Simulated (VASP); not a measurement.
**Rh: single point with PBE**

Crystal: Rh.

```
Rh
1.0
    -0.19151    1.99165    1.91505
     1.99165   -0.19151    1.91505
     1.80015    1.80015    0.00000
Rh
1
Direct
  0.00000 0.00000 0.00000
```

| Item | Value |
| --- | --- |
| Program | VASP 6.6.1 |
| Task | single point |
| Functional | PBE |
| Potentials or basis | VASP PAW PBE potentials, release 64 (Rh_pv) |
| Cutoff | 520 eV |
| k mesh | 20 × 20 × 20 |
| Occupations | gaussian, width 0.15 eV |
| Spin | no spin polarisation |

| Item | Value |
| --- | --- |
| Pressure | -7.5 GPa |

Stress tensor (GPa, compression positive):
```
 -4.09  21.71   0.00
 21.71  -4.09   0.00
  0.00   0.00 -14.19
```

Levels at points of the mesh, in eV from the Fermi level:
```
           k point  band 4  band 5  band 6  band 7  band 8  band 9  band 10  band 11
(0.00, 0.00, 0.00)   -7.20   -3.55   -3.17   -1.58   -0.71   -0.20    15.72    18.14
(0.50, 0.00, 0.00)   -5.46   -3.25   -1.70   -0.27    0.20    0.92     6.69    16.49
(0.50, 0.50, 0.00)   -5.59   -5.17    0.69    0.94    1.11    3.73     9.25    11.91
(0.00, 0.00, 0.50)   -5.33   -3.77   -1.74    0.41    1.09    1.94     9.39    14.79
(0.50, 0.00, 0.50)   -5.44   -5.09    0.05    0.85    1.28    3.26    11.25    13.21
```

It took 4.5 min on 1 thread of AMD EPYC 7R43 64-Core Processor (Zen 3) (shared host), peak memory 0.28 GiB.
